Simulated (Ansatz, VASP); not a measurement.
ZrC: VASP beside Ansatz

Contents of INCAR:

```
PREC     = Accurate       # precision mode
ENCUT    = 520            # plane-wave cutoff, eV
EDIFF    = 1E-8           # SCF threshold, eV
ISMEAR   = -1             # smearing method
SIGMA    = 0.05           # smearing width, eV
LREAL    = F              # projectors in reciprocal space
LASPH    = T              # aspherical terms in the spheres
NELM     = 80             # most SCF steps
ALGO     = Normal         # electronic algorithm
ISIF     = 2              # what is computed and relaxed
LWAVE    = F              # write WAVECAR
LCHARG   = F              # write CHGCAR
GGA      = PS             # functional
LEFG     = T            
NBANDS   = 15             # bands
```

The input KPOINTS:

```
Automatic mesh
0
Gamma
  15 15 15
```

File POSCAR:

```
ZrC
1.0
   -0.0235021000      2.3384589500      2.3384589500
    2.3384589500     -0.0235021000      2.3384589500
    2.3384589500      2.3384589500     -0.0235021000
Zr C
1 1
Direct
    0.5000000000      0.5000000000      0.5000000000
    0.0000000000      0.0000000000      0.0000000000
```

Input for Ansatz:

```yaml
crystal:
  lattice:
    - [-0.0235021, 2.33845895, 2.33845895]
    - [2.33845895, -0.0235021, 2.33845895]
    - [2.33845895, 2.33845895, -0.0235021]
  atoms:
    - { symbol: Zr, position: [0.5, 0.5, 0.5] }
    - { symbol: C, position: [0.0, 0.0, 0.0] }
kpoints:
  mp_grid: { grid: [15, 15, 15] }
scf:
  occupations: { method: fermi_dirac, width: 0.05 }
hamiltonian:
  xc: pbesol
  pseudopotentials: { kind: all_electron, datasets: crystal }
output:
  forces: true
  stress: true
  eigenvalues: true
  efg: { contact_densities: true }
```

Change from the starting cell: equal xy, yz and zx shear strains of -1 %, crystal datasets.

Alike in both runs: task electric field gradients; functional PBEsol; k mesh 15 × 15 × 15; occupations fermi-dirac, width 0.05 eV; no spin polarisation.

```csv
,VASP,Ansatz
version,VASP 6.6.1,Ansatz 0.2.0
potentials or method,"VASP PAW PBE potentials, release 64 (Zr_sv, C), cutoff 520 eV","all-electron PAW with datasets made for the crystal, scalar-relativistic"
```

```tsv
	VASP	Ansatz	Ansatz less VASP
pressure (GPa)	-4.2	-4.5	-0.30
traceless stress, the component that is largest in VASP (GPa)	1.51	1.51	+0.002
size of Vzz on the site where it differs most (V/Å²)	1.3	1.4	+0.13
```

VASP's potentials were made for PBE, not for PBEsol. Ansatz ran all-electron here, and VASP with PAW potentials.
